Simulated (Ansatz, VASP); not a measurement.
# Cu in VASP and in Ansatz

Contents of INCAR:

```
PREC = Accurate ; ENCUT = 520
EDIFF = 1E-6 ; ISMEAR = 0
SIGMA = 0.15 ; LREAL = F
LASPH = T ; NELM = 100
ALGO = Fast ; ISIF = 2
LWAVE = F ; LCHARG = F
GGA = PE ; NBANDS = 54
```

Contents of KPOINTS:

```
Automatic mesh
0
Gamma
  13 18 5
```

The input POSCAR:

```
Cu
1.0
    3.6150000000      0.0000000000      0.0000000000
    0.0000000000      1.8075000000     -1.8075000000
    0.0000000000     10.4119805153     10.4119805153
Cu
8
Direct
    0.0000000000      0.0000000000      0.6509928625
    0.5000000000      0.5000000000      0.0433995242
    0.0000000000      0.0000000000      0.1301985725
    0.5000000000      0.5000000000      0.2169976208
    0.0000000000      0.0000000000      0.3037966692
    0.5000000000      0.5000000000      0.3905957175
    0.0000000000      0.0000000000      0.4773947658
    0.5000000000      0.5000000000      0.5641938142
```

Input for Ansatz:

```yaml
crystal:
  lattice:
    - [3.615, 0.0, 0.0]
    - [0.0, 1.8075, -1.8075]
    - [0.0, 10.4119805153, 10.4119805153]
  atoms:
    - { symbol: Cu, position: [0.0, 0.0, 0.6509928625] }
    - { symbol: Cu, position: [0.5, 0.5, 0.0433995242] }
    - { symbol: Cu, position: [0.0, 0.0, 0.1301985725] }
    - { symbol: Cu, position: [0.5, 0.5, 0.2169976208] }
    - { symbol: Cu, position: [0.0, 0.0, 0.3037966692] }
    - { symbol: Cu, position: [0.5, 0.5, 0.3905957175] }
    - { symbol: Cu, position: [0.0, 0.0, 0.4773947658] }
    - { symbol: Cu, position: [0.5, 0.5, 0.5641938142] }
basis:
  ecutwfc: 420
kpoints:
  mp_grid: { grid: [13, 18, 5] }
hamiltonian:
  xc: pbe
scf:
  occupations: { method: gaussian, width: 0.15 }
output:
  forces: true
  stress: true
  eigenvalues: true
```

Alike in both runs: task single point; functional PBE; k mesh 13 × 18 × 5; occupations gaussian, width 0.15 eV; no spin polarisation.

|  | VASP | Ansatz |
| --- | --- | --- |
| version | VASP 6.6.1 | Ansatz 0.2.0 |
| potentials or method | VASP PAW PBE potentials, release 64 (Cu), cutoff 520 eV | scalar-relativistic, plane waves, PAW |
| valence electrons in the cell | 88 | 152 |

|  | VASP | Ansatz | Ansatz less VASP |
| --- | --- | --- | --- |
| gap on the k mesh at the Fermi level (eV) | none | none | - |
| pressure (GPa) | -1.0 | -1.3 | -0.31 |
| traceless stress, the component that is largest in VASP (GPa) | -0.72 | -0.73 | -0.013 |
| rms of the force components (eV/Å) | 0.146 | 0.151 | +0.0051 |

Atom by atom the forces differ by 0.009 eV/Å (rms over components). A gap of «none» marks a metal or a gap that the smearing closes. VASP's potentials hold 88 valence electrons a cell and Ansatz's 152, so a difference there can come from the potentials and not from the codes.
